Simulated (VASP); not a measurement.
Input of a VASP 6.6.1 run:

INCAR

```
SYSTEM = GaN
PREC = Accurate
ENCUT = 520
EDIFF = 1E-6
ISMEAR = -1
SIGMA = 0.02
LREAL = .FALSE.
LASPH = .TRUE.
NELM = 100
ALGO = Normal
ISIF = 2
LWAVE = .FALSE.
LCHARG = .FALSE.
GGA = PE
NBANDS = 26
```

KPOINTS

```
regular mesh
0
G
  12 12 6
  0 0 0
```

The input POSCAR:

```
GaN
1.0
    3.3104753512      0.0000000000      0.0000000000
   -1.6552376756      2.8669557527      0.0000000000
    0.0000000000      0.0000000000      5.3909702384
Ga N
2 2
Direct
    0.3333333333      0.6666666667     -0.0010603215
    0.6666666667      0.3333333333      0.4989396785
    0.3333333333      0.6666666667      0.3760603215
    0.6666666667      0.3333333333      0.8760603215
```

Potentials or basis: VASP PAW PBE potentials, release 64 (Ga_d, N).

Launch:

```console
$ cat potpaw_PBE.64/Ga_d/POTCAR potpaw_PBE.64/N/POTCAR > POTCAR
$ mpirun -np 1 vasp_std > vasp.out
```

(1) What does it give for the largest force?

(2) Estimate the pressure.

(3) Estimate the band gap on the k mesh.

Results:

(1) 0.004 eV/Å.

(2) -11.7 GPa.

(3) 1.16 eV.

Caveat: the cell differs from its parent crystal (strain +4.0%); the cell stands under tension.
